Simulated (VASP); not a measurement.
# LiCl (I4/mmm) in VASP: a series of runs

Runs on LiCl. Level: r2SCAN. Tasks: single point.

Everything below comes from runs of VASP 6.6.1. Logs are shortened: lines on timing, memory, paths and dates and some standing lists are left out, and cuts for length are marked.

**1. The cell of the first run**

Symmetry: I4/mmm, No. 139, tetragonal system. The conventional cell has a = 3.446 Å, b = 3.446 Å, c = 5.258 Å, α = 90.00°, β = 90.00°, γ = 90.00°. Within 3.2 Å of Li (site symmetry 4/mmm) lie 6 Cl at 2.44 to 2.63 Å. Cl (site symmetry 4/mmm) has 6 Li at 2.44 to 2.63 Å within 3.2 Å.

**2. Single point, r2SCAN (strain -0.050 along x and y, +0.025 along z)**

POSCAR reads:

```
LiCl
1.0
    0.0000000000      2.4365220000      2.6288790000
    2.4365220000      0.0000000000      2.6288790000
    2.4365220000      2.4365220000      0.0000000000
Li Cl
1 1
Direct
    0.0000000000      0.0000000000      0.0000000000
    0.5000000000      0.5000000000      0.5000000000
```

INCAR.step1 reads:

```
PREC = Accurate ; ENCUT = 520
ISMEAR = 0 ; SIGMA = 0.05
LREAL = False ; LASPH = True
NELM = 100 ; NBANDS = 12
GGA = PE ; ALGO = Normal
EDIFF = 1E-4 ; LWAVE = True
LCHARG = False
```

INCAR.step2 reads:

```
PREC = Accurate ; ENCUT = 520
EDIFF = 1E-6 ; ISMEAR = 0
SIGMA = 0.05 ; LREAL = False
LASPH = True ; NELM = 100
ALGO = Normal ; ISIF = 2
LWAVE = False ; LCHARG = False
METAGGA = R2SCAN ; LMIXTAU = True
NBANDS = 12 ; ISTART = 1
```

KPOINTS reads:

```
regular mesh
0
Gamma
  8 8 8
```

Potentials or basis: VASP PAW PBE potentials, release 64 (Li_sv, Cl).

Started as:

```bash
> cat potpaw_PBE.64/Li_sv/POTCAR potpaw_PBE.64/Cl/POTCAR > POTCAR
> cp INCAR.step1 INCAR
> mpirun -np 1 vasp_std > vasp.out
> cp INCAR.step2 INCAR
> mpirun -np 1 vasp_std > vasp.out
```

OUTCAR:

```text
PREC = Accurate
   ENCUT = 520
   EDIFF = 1E-6
   ISMEAR = 0
   LREAL = False
   LASPH = True
   NELM = 100
   ISIF = 2
   METAGGA = R2SCAN
   ISTART = 1

 ion  position               nearest neighbor table
   1  0.000  0.000  0.000-   2 2.44   2 2.44   2 2.44   2 2.44   2 2.63   2 2.63
   2  0.500  0.500  0.500-   1 2.44   1 2.44   1 2.44   1 2.44   1 2.63   1 2.63

  LATTYP: Found a body centered tetragonal cell.
 ALAT       =     3.4457624574
 C/A-ratio  =     1.5258620015

  Lattice vectors:

 A1 = (  -2.4365220000,   0.0000000000,   2.6288790000)
 A2 = (   2.4365220000,   0.0000000000,   2.6288790000)
 A3 = (   0.0000000000,   2.4365220000,  -2.6288790000)

Analysis of symmetry for initial positions (statically):
=====================================================================
 Subroutine PRICEL returns:
 Original cell was already a primitive cell.

 Routine SETGRP: Setting up the symmetry group for a
 body centered tetragonal supercell.

 Subroutine GETGRP returns: Found 16 space group operations
 (whereof 16 operations were pure point group operations)
 out of a pool of 16 trial point group operations.

The static configuration has the point symmetry D_4h.

Analysis of symmetry for dynamics (positions and initial velocities):
=====================================================================
 Subroutine PRICEL returns:
 Original cell was already a primitive cell.

 Routine SETGRP: Setting up the symmetry group for a
 body centered tetragonal supercell.

 Subroutine GETGRP returns: Found 16 space group operations
 (whereof 16 operations were pure point group operations)
 out of a pool of 16 trial point group operations.

The dynamic configuration has the point symmetry D_4h.

 Subroutine INISYM returns: Found 16 space group operations
 (whereof 16 operations are pure point group operations),
 and found     1 'primitive' translations

----------------------------------------------------------------------------------------

                                     Primitive cell

  volume of cell :      31.2134

  direct lattice vectors                    reciprocal lattice vectors
     0.000000000  2.436522000  2.628879000    -0.205210542  0.205210542  0.190195136
     2.436522000  0.000000000  2.628879000     0.205210542 -0.205210542  0.190195136
     2.436522000  2.436522000  0.000000000     0.205210542  0.205210542 -0.190195136

  length of vectors
     3.584361066  3.584361066  3.445762457     0.346982597  0.346982597  0.346982597

[... 85 lines left out ...]
   NFREE  =      0    steps in history (QN), initial steepest desc. (CG)
   ISIF   =      2    stress and relaxation
   ISYM   =      2    0-nonsym 1-usesym 2-fastsym
   POTIM  = 0.5000    time-step for ionic-motion
   TEBEG  =    0.0;   TEEND  =   0.0 temperature during run
   PSTRESS=    0.0 pullay stress
   NELECT =      10.0000    total number of electrons
   NUPDOWN=      -1.0000    fix difference up-down
   EMIN   =  10.00;   EMAX   =-10.00  energy-range for DOS
   EFERMI =   0.00;   METHOD = LEGACY
   ISMEAR =     0;   SIGMA  =   0.05  broadening in eV -4-tet -1-fermi 0-gaus
   EFERMI_NEDOS =   21; number of points for ismear=-14 and -15
   IALGO  =     38    algorithm
   IMIX   =      4    mixing-type and parameters
     AMIX     =   0.40;   BMIX     =  1.00
     AMIX_MAG =   1.60;   BMIX_MAG =  1.00
  volume/ion in A,a.u.               =      15.61       105.32
  Fermi-wavevector in a.u.,A,eV,Ry     =   1.120197  2.116865 17.073153  1.254841
  Thomas-Fermi vector in A             =   2.256842
   LORBIT       =      0    0 simple, 1 ext, 2 COOP (PROOUT), +10 PAW based schemes
   METAGGA = R2SCAN    functional components
   LHFCALC =     F    Hartree Fock is set to
   AEXX    =    0.0000 exact exchange contribution
   IVDW    =     0    specifies the selected vdW correction
   LEPSILON=     F    determine dielectric tensor
   LRPA    =     F    only Hartree local field effects (RPA)
 non-spin polarized calculation
 Gauss-broadening in eV      SIGMA  =   0.05
  energy-cutoff  :      520.00
  volume of cell :       31.21
 maximum number of plane-waves:       870
   NGX = 13   NGY = 13   NGZ = 13

 number of electron       9.9999995 magnetization

 Free energy of the ion-electron system (eV)
  ---------------------------------------------------
  ext. energy  EPLUGINS =         0.00000000
  ---------------------------------------------------
  free energy    TOTEN  =       -12.55499283 eV

  energy without entropy =      -12.55499283  energy(sigma->0) =      -12.55499283

 E-fermi :   1.2781     XC(G=0):  -9.5212

 val. band max:        0.9007107226   @ k =   0.0000   0.0000   0.0000
 cond. band min:       8.3853074148   @ k =   0.5000  -0.0000   0.0000
 fundamental gap:      7.4845966922
 Fermi energy:         1.2780571745

 k-point     1 :       0.0000    0.0000    0.0000
  band No.  band energies     occupation
      1     -43.8970      2.00000
      2     -13.4822      2.00000
      3       0.7343      2.00000
      4       0.7343      2.00000
      5       0.9007      2.00000
      6       8.6123      0.00000
      7      13.0867      0.00000
      8      13.7927      0.00000
      9      13.7927      0.00000
     10      15.7732      0.00000
     11      16.0998      0.00000
     12      17.0104      0.00000
[... 331 lines left out ...]
 k-point    24 :       0.3750   -0.0000    0.1250
  band No.  band energies     occupation
      1     -43.8934      2.00000
      2     -12.9056      2.00000
      3      -1.6948      2.00000
      4       0.2480      2.00000
      5       0.3109      2.00000
      6       9.4397      0.00000
      7      11.4183      0.00000
      8      12.3135      0.00000
      9      13.1437      0.00000
     10      16.3958      0.00000
     11      18.4640      0.00000
     12      19.8128      0.00000

 [... further k-points ...]
[... 5 lines left out ...]
  --------------------------------------------------------------------------------------
  -------------------------------------------------------------------------------------
  Total        0.8230772      0.8230772      0.0221099      0.0000000     -0.0000000     -0.0000000
  in kB       42.2483640     42.2483640      1.1348957      0.0000000     -0.0000000     -0.0000000
  external PRESSURE =      28.5438745 kB  Pullay stress =       0.0000000 kB

 VOLUME and BASIS-vectors are now :
 -----------------------------------------------------------------------------
  energy-cutoff  :      520.00
  volume of cell :       31.21
      direct lattice vectors                 reciprocal lattice vectors
     0.000000000  2.436522000  2.628879000    -0.205210542  0.205210542  0.190195136
     2.436522000  0.000000000  2.628879000     0.205210542 -0.205210542  0.190195136
     2.436522000  2.436522000  0.000000000     0.205210542  0.205210542 -0.190195136

 POSITION                                       TOTAL-FORCE (eV/Angst)
 -----------------------------------------------------------------------------------
      0.00000      0.00000      0.00000         0.000000      0.000000     -0.000000
      2.43652      2.43652      2.62888        -0.000000      0.000000      0.000000
 -----------------------------------------------------------------------------------
    total drift:                                0.000000      0.000000      0.000000

  FREE ENERGIE OF THE ION-ELECTRON SYSTEM (eV)
  ---------------------------------------------------
  free  energy   TOTEN  =       -12.5549928270 eV

  energy  without entropy=      -12.5549928270  energy(sigma->0) =      -12.55499283
```

OUTCAR.step1:

```text
PREC = Accurate
   ENCUT = 520
   ISMEAR = 0
   LREAL = False
   LASPH = True
[... 584 lines left out ...]
      0.00000      0.00000      0.00000        -0.000000     -0.000000     -0.000000
      2.43652      2.43652      2.62888         0.000000      0.000000      0.000000
 -----------------------------------------------------------------------------------
    total drift:                                0.000000      0.000000      0.000000

  FREE ENERGIE OF THE ION-ELECTRON SYSTEM (eV)
  ---------------------------------------------------
  free  energy   TOTEN  =        -7.3381479338 eV

  energy  without entropy=       -7.3381479338  energy(sigma->0) =       -7.33814793
```

OSZICAR.step1:

```text
N       E                     dE             d eps       ncg     rms          rms(c)
DAV:   1     0.406612828574E+02    0.40661E+02   -0.41783E+03  1416   0.779E+02
DAV:   2    -0.498525418166E+01   -0.45647E+02   -0.43685E+02  1832   0.146E+02
DAV:   3    -0.733175184292E+01   -0.23465E+01   -0.23385E+01  1860   0.335E+01
DAV:   4    -0.740020305474E+01   -0.68451E-01   -0.68425E-01  2012   0.573E+00
DAV:   5    -0.740098658769E+01   -0.78353E-03   -0.78352E-03  1892   0.582E-01    0.252E+00
DAV:   6    -0.733401038967E+01    0.66976E-01   -0.13585E-01  1796   0.176E+00    0.180E+00
DAV:   7    -0.733459937932E+01   -0.58899E-03   -0.48616E-02  2108   0.118E+00    0.954E-01
DAV:   8    -0.733819240014E+01   -0.35930E-02   -0.59329E-03  1668   0.531E-01    0.157E-01
DAV:   9    -0.733814793379E+01    0.44466E-04   -0.17261E-04  1764   0.923E-02
   1 F= -.73381479E+01 E0= -.73381479E+01  d E =-.100181E-26
```

It took 3.4 min on 1 thread of Intel Xeon 8259CL, shared host; peak memory 0.16 GiB.

What came out:

| Property | Result |
| --- | --- |
| Free energy | -12.5550 eV |
| Band gap on the k mesh | 7.48 eV (least direct gap 7.71 eV) |

Caveat: the cell differs from its parent crystal (strain -0.050 along x and y, +0.025 along z); the cutoff is under 1.25 times the usual one of these potentials, so pressure, stress and relaxed cells hold a basis-set (Pulay) error; the PAW data sets were made with another functional, which shifts forces and pressure a little. A k mesh can miss the band edges.

**3. Single point, r2SCAN (strain -0.050 along x and y, +0.050 along z)**

POSCAR reads:

```
LiCl
1.0
    0.0000000000      2.4365220000      2.6929980000
    2.4365220000      0.0000000000      2.6929980000
    2.4365220000      2.4365220000      0.0000000000
Li Cl
1 1
Direct
    0.0000000000      0.0000000000      0.0000000000
    0.5000000000      0.5000000000      0.5000000000
```

INCAR.step1 reads:

```
SYSTEM = LiCl
ALGO = Normal
EDIFF = 1E-4
ENCUT = 520
GGA = PE
ISMEAR = 0
LASPH = .True.
LCHARG = .False.
LREAL = .False.
LWAVE = .True.
NBANDS = 12
NELM = 100
PREC = Accurate
SIGMA = 0.05
```

INCAR.step2 reads:

```
SYSTEM = LiCl
ALGO = Normal
EDIFF = 1E-6
ENCUT = 520
ISIF = 2
ISMEAR = 0
ISTART = 1
LASPH = .True.
LCHARG = .False.
LMIXTAU = .True.
LREAL = .False.
LWAVE = .False.
METAGGA = R2SCAN
NBANDS = 12
NELM = 100
PREC = Accurate
SIGMA = 0.05
```

KPOINTS reads:

```
k-points
0
Gamma
  8 8 8
  0 0 0
```

Potentials or basis: VASP PAW PBE potentials, release 64 (Li_sv, Cl).

Started as:

```bash
> cat potpaw_PBE.64/Li_sv/POTCAR potpaw_PBE.64/Cl/POTCAR > POTCAR
> cp INCAR.step1 INCAR
> mpirun -np 1 vasp_std > vasp.out
> cp INCAR.step2 INCAR
> mpirun -np 1 vasp_std > vasp.out
```

OUTCAR:

```text
SYSTEM = LiCl
   EDIFF = 1E-6
   ENCUT = 520
   ISIF = 2
   ISMEAR = 0
   ISTART = 1
   LASPH = .True.
   LREAL = .False.
   METAGGA = R2SCAN
   NELM = 100
   PREC = Accurate

 ion  position               nearest neighbor table
   1  0.000  0.000  0.000-   2 2.44   2 2.44   2 2.44   2 2.44
   2  0.500  0.500  0.500-   1 2.44   1 2.44   1 2.44   1 2.44

  LATTYP: Found a body centered tetragonal cell.
 ALAT       =     3.4457624574
 C/A-ratio  =     1.5630781479

  Lattice vectors:

 A1 = (  -2.4365220000,   0.0000000000,   2.6929980000)
 A2 = (   2.4365220000,   0.0000000000,   2.6929980000)
 A3 = (   0.0000000000,   2.4365220000,  -2.6929980000)

Analysis of symmetry for initial positions (statically):
=====================================================================
 Subroutine PRICEL returns:
 Original cell was already a primitive cell.

 Routine SETGRP: Setting up the symmetry group for a
 body centered tetragonal supercell.

 Subroutine GETGRP returns: Found 16 space group operations
 (whereof 16 operations were pure point group operations)
 out of a pool of 16 trial point group operations.

The static configuration has the point symmetry D_4h.

[... 164 lines left out ...]
 fundamental gap:      7.4279053473
 Fermi energy:         1.0763989559

 k-point     1 :       0.0000    0.0000    0.0000
  band No.  band energies     occupation
      1     -44.1110      2.00000
      2     -13.5937      2.00000
      3       0.5141      2.00000
      4       0.5141      2.00000
      5       0.7034      2.00000
      6       8.2240      0.00000
      7      12.7584      0.00000
      8      13.6742      0.00000
      9      13.6742      0.00000
     10      15.3343      0.00000
     11      15.4981      0.00000
     12      16.9305      0.00000
[... 331 lines left out ...]
 k-point    24 :       0.3750    0.0000    0.1250
  band No.  band energies     occupation
      1     -44.1077      2.00000
      2     -13.0433      2.00000
      3      -1.8335      2.00000
      4       0.0553      2.00000
      5       0.1398      2.00000
      6       9.1400      0.00000
      7      11.2405      0.00000
      8      12.0393      0.00000
      9      12.8186      0.00000
     10      16.0163      0.00000
     11      18.2016      0.00000
     12      19.5339      0.00000

 [... further k-points ...]
[... 5 lines left out ...]
  --------------------------------------------------------------------------------------
  -------------------------------------------------------------------------------------
  Total        0.7233107      0.7233107     -0.1936434      0.0000000     -0.0000000      0.0000000
  in kB       36.2433847     36.2433847     -9.7030124      0.0000000     -0.0000000      0.0000000
  external PRESSURE =      20.9279190 kB  Pullay stress =       0.0000000 kB

 VOLUME and BASIS-vectors are now :
 -----------------------------------------------------------------------------
  energy-cutoff  :      520.00
  volume of cell :       31.97
      direct lattice vectors                 reciprocal lattice vectors
     0.000000000  2.436522000  2.692998000    -0.205210542  0.205210542  0.185666681
     2.436522000  0.000000000  2.692998000     0.205210542 -0.205210542  0.185666681
     2.436522000  2.436522000  0.000000000     0.205210542  0.205210542 -0.185666681

 POSITION                                       TOTAL-FORCE (eV/Angst)
 -----------------------------------------------------------------------------------
      0.00000      0.00000      0.00000         0.000000      0.000000     -0.000000
      2.43652      2.43652      2.69300        -0.000000     -0.000000      0.000000
 -----------------------------------------------------------------------------------
    total drift:                                0.000000      0.000000      0.000000

  FREE ENERGIE OF THE ION-ELECTRON SYSTEM (eV)
  ---------------------------------------------------
  free  energy   TOTEN  =       -12.5537402348 eV

  energy  without entropy=      -12.5537402348  energy(sigma->0) =      -12.55374023
```

OUTCAR.step1:

```text
SYSTEM = LiCl
   EDIFF = 1E-4
   ENCUT = 520
   GGA = PE
   ISMEAR = 0
   LASPH = .True.
   LREAL = .False.
[... 583 lines left out ...]
      0.00000      0.00000      0.00000         0.000000     -0.000000      0.000000
      2.43652      2.43652      2.69300        -0.000000      0.000000     -0.000000
 -----------------------------------------------------------------------------------
    total drift:                                0.000000      0.000000      0.000000

  FREE ENERGIE OF THE ION-ELECTRON SYSTEM (eV)
  ---------------------------------------------------
  free  energy   TOTEN  =        -7.3420516916 eV

  energy  without entropy=       -7.3420516916  energy(sigma->0) =       -7.34205169
```

Run time: 3.1 min. Hardware: 1 thread of Intel Xeon 8259CL, shared host; peak memory 0.17 GiB.

What came out:

- Free energy: -12.5537 eV
- Band gap on the k mesh: 7.43 eV (least direct gap 7.52 eV)

Levels at points of the mesh, in eV from the valence-band top:
```tsv
k point	band 1	band 2	band 3	band 4	band 5	band 6	band 7	band 8	band 9	band 10
(0.00, 0.00, 0.00)	-44.81	-14.30	-0.19	-0.19	0.00	7.52	12.05	12.97	12.97	14.63
(0.50, 0.00, 0.00)	-44.81	-13.64	-3.17	-0.56	-0.25	7.43	9.95	10.66	14.63	17.77
(0.50, 0.50, 0.00)	-44.81	-13.50	-3.30	-1.10	-1.10	9.08	9.12	13.03	16.38	16.38
(0.50, 0.00, 0.50)	-44.81	-13.27	-3.31	-1.81	-1.10	8.64	8.78	14.48	14.49	16.76
```

Caveat: the cell differs from its parent crystal (strain -0.050 along x and y, +0.050 along z); the cutoff is under 1.25 times the usual one of these potentials, so pressure, stress and relaxed cells hold a basis-set (Pulay) error; the PAW data sets were made with another functional, which shifts forces and pressure a little. A k mesh can miss the band edges.

[end of part 1 of 2]
